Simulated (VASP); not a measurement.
# TiC (Fm-3m) in VASP: further runs, part 2 of 2

VASP 6.6.1.

**3. Single point, PBE**

The input, INCAR:

```
SYSTEM = TiC
ALGO     = Normal         ! electronic algorithm
EDIFF    = 1E-6           ! SCF threshold, eV
ENCUT    = 600            ! plane-wave cutoff, eV
GGA      = PE             ! functional
GGA_COMPAT= .False.      
ISIF     = 2              ! what is computed and relaxed
ISMEAR   = -1             ! smearing method
LASPH    = .True.         ! aspherical terms in the spheres
LCHARG   = .True.         ! write CHGCAR
LELF     = .True.         ! ELF
LREAL    = .False.        ! projectors in reciprocal space
LVHAR    = .True.       
LWAVE    = .False.        ! write WAVECAR
NBANDS   = 15             ! bands
NELM     = 120            ! most SCF steps
PREC     = Accurate       ! precision mode
SIGMA    = 0.1            ! smearing width, eV
```

The input, KPOINTS:

```
k-points
0
Gamma
  10 10 10
  0 0 0
```

The input, POSCAR:

```
TiC
1.0
    3.0537110000      0.0000000000      0.0000000000
    1.5268555000      2.6445913018      0.0000000000
    1.5268555000      0.8815304339      2.4933445906
Ti C
1 1
Direct
    0.0000000000      0.0000000000      0.0000000000
    0.5000000000      0.5000000000      0.5000000000
```

Potentials or basis: VASP PAW PBE potentials, release 64 (Ti_sv, C).

On the command line:

```bash
> cat potpaw_PBE.64/Ti_sv/POTCAR potpaw_PBE.64/C/POTCAR > POTCAR
> mpirun -np 1 vasp_std > vasp.out
```

OUTCAR:

```text
SYSTEM = TiC
   EDIFF = 1E-6
   ENCUT = 600
   GGA = PE
   ISIF = 2
   ISMEAR = -1
   LASPH = .True.
   LREAL = .False.
   NELM = 120
   PREC = Accurate

 ion  position               nearest neighbor table
   1  0.000  0.000  0.000-   2 2.16   2 2.16   2 2.16   2 2.16   2 2.16   2 2.16
   2  0.500  0.500  0.500-   1 2.16   1 2.16   1 2.16   1 2.16   1 2.16   1 2.16

  LATTYP: Found a face centered cubic cell.
 ALAT       =     4.3185995117

  Lattice vectors:

 A1 = (   3.0537110000,   0.0000000000,   0.0000000000)
 A2 = (   1.5268555000,   2.6445913018,   0.0000000000)
 A3 = (   1.5268555000,   0.8815304339,   2.4933445906)

Analysis of symmetry for initial positions (statically):
=====================================================================
 Subroutine PRICEL returns:
 Original cell was already a primitive cell.

 Routine SETGRP: Setting up the symmetry group for a
 face centered cubic supercell.

 Subroutine GETGRP returns: Found 48 space group operations
 (whereof 48 operations were pure point group operations)
 out of a pool of 48 trial point group operations.

The static configuration has the point symmetry O_h .

Analysis of symmetry for dynamics (positions and initial velocities):
=====================================================================
 Subroutine PRICEL returns:
 Original cell was already a primitive cell.

 Routine SETGRP: Setting up the symmetry group for a
 face centered cubic supercell.

 Subroutine GETGRP returns: Found 48 space group operations
 (whereof 48 operations were pure point group operations)
 out of a pool of 48 trial point group operations.

The dynamic configuration has the point symmetry O_h .

 Subroutine INISYM returns: Found 48 space group operations
 (whereof 48 operations are pure point group operations),
 and found     1 'primitive' translations

----------------------------------------------------------------------------------------
[... 116 lines left out ...]
  Thomas-Fermi vector in A             =   2.625729
   LORBIT       =      0    0 simple, 1 ext, 2 COOP (PROOUT), +10 PAW based schemes
   GGA     = PE    functional components
   LHFCALC =     F    Hartree Fock is set to
   AEXX    =    0.0000 exact exchange contribution
   IVDW    =     0    specifies the selected vdW correction
   LEPSILON=     F    determine dielectric tensor
   LRPA    =     F    only Hartree local field effects (RPA)
 non-spin polarized calculation
  energy-cutoff  :      600.00
  volume of cell :       20.14
 maximum number of plane-waves:       692
   NGX = 13   NGY = 13   NGZ = 13

 number of electron      16.0000002 magnetization

 Free energy of the ion-electron system (eV)
  ---------------------------------------------------
  ext. energy  EPLUGINS =         0.00000000
  ---------------------------------------------------
  free energy    TOTEN  =       -18.71198980 eV

  energy without entropy =      -18.70160853  energy(sigma->0) =      -18.70679916

 E-fermi :   9.5362     XC(G=0): -12.7440

 val. band max:        9.4881386745   @ k =   0.5000   0.5000   0.0000
 cond. band min:       9.5538045090   @ k =   0.1000   0.0000  -0.0000
 fundamental gap:      0.0656658345
 Fermi energy:         9.5362296667

 k-point     1 :       0.0000    0.0000    0.0000
  band No.  band energies     occupation
      1     -47.0462      2.00000
      2     -23.0661      2.00000
      3     -23.0661      2.00000
      4     -23.0661      2.00000
      5      -2.9213      2.00000
      6      10.2138      0.00228
      7      10.2138      0.00228
      8      10.2138      0.00228
      9      11.2051      0.00000
     10      11.2051      0.00000
     11      11.2051      0.00000
     12      11.2489      0.00000
     13      11.2489      0.00000
     14      20.1308      0.00000
[... 401 lines left out ...]
      2     -23.4350      2.00000
      3     -23.2131      2.00000
      4     -23.1977      2.00000
      5      -0.6871      2.00000
      6       5.5661      2.00000
      7       7.7083      2.00000
      8       8.7597      1.99915
      9       9.7358      0.23938
     10      12.4082      0.00000
     11      13.3967      0.00000
     12      13.6387      0.00000
     13      16.0950      0.00000
     14      22.6064      0.00000
     15      23.9110      0.00000

 [... further k-points ...]
[... 5 lines left out ...]
  --------------------------------------------------------------------------------------
  -------------------------------------------------------------------------------------
  Total        0.3380441      0.3380441      0.3380441     -0.0000000     -0.0000000     -0.0000000
  in kB       26.8976959     26.8976959     26.8976959     -0.0000000     -0.0000000     -0.0000000
  external PRESSURE =      26.8976959 kB  Pullay stress =       0.0000000 kB

 VOLUME and BASIS-vectors are now :
 -----------------------------------------------------------------------------
  energy-cutoff  :      600.00
  volume of cell :       20.14
      direct lattice vectors                 reciprocal lattice vectors
     3.053711000  0.000000000  0.000000000     0.327470412 -0.189065131 -0.133689236
     1.526855500  2.644591302  0.000000000     0.000000000  0.378130261 -0.133689236
     1.526855500  0.881530434  2.493344591     0.000000000  0.000000000  0.401067708

 POSITION                                       TOTAL-FORCE (eV/Angst)
 -----------------------------------------------------------------------------------
      0.00000      0.00000      0.00000        -0.000000     -0.000000      0.000000
      3.05371      1.76306      1.24667         0.000000      0.000000      0.000000
 -----------------------------------------------------------------------------------
    total drift:                               -0.000000      0.000000      0.000000

  FREE ENERGIE OF THE ION-ELECTRON SYSTEM (eV)
  ---------------------------------------------------
  free  energy   TOTEN  =       -18.7119898010 eV

  energy  without entropy=      -18.7016085263  energy(sigma->0) =      -18.70679916
```

It took 7.2 s on 1 thread of Intel Xeon Platinum 8559C (Emerald Rapids), shared host; peak memory 0.14 GiB.

Results:

```
Free energy            : -18.7120 eV
Pressure               : 2.7 GPa
Band gap on the k mesh : zero (band 8 reaches 10.21 eV, above the bottom of band 9 at 9.12 eV)
```

Levels at points of the mesh, in eV from the Fermi level:
```
           k point  band 5  band 6  band 7  band 8  band 9  band 10  band 11  band 12
(0.00, 0.00, 0.00)  -12.46    0.68    0.68    0.68    1.67     1.67     1.67     1.71
(0.50, 0.00, 0.00)   -8.94   -5.90   -2.94   -2.94    2.93     2.93     4.13     8.22
(0.50, 0.50, 0.00)  -10.17   -3.46   -1.66   -0.05   -0.05     2.72     3.54     3.54
```
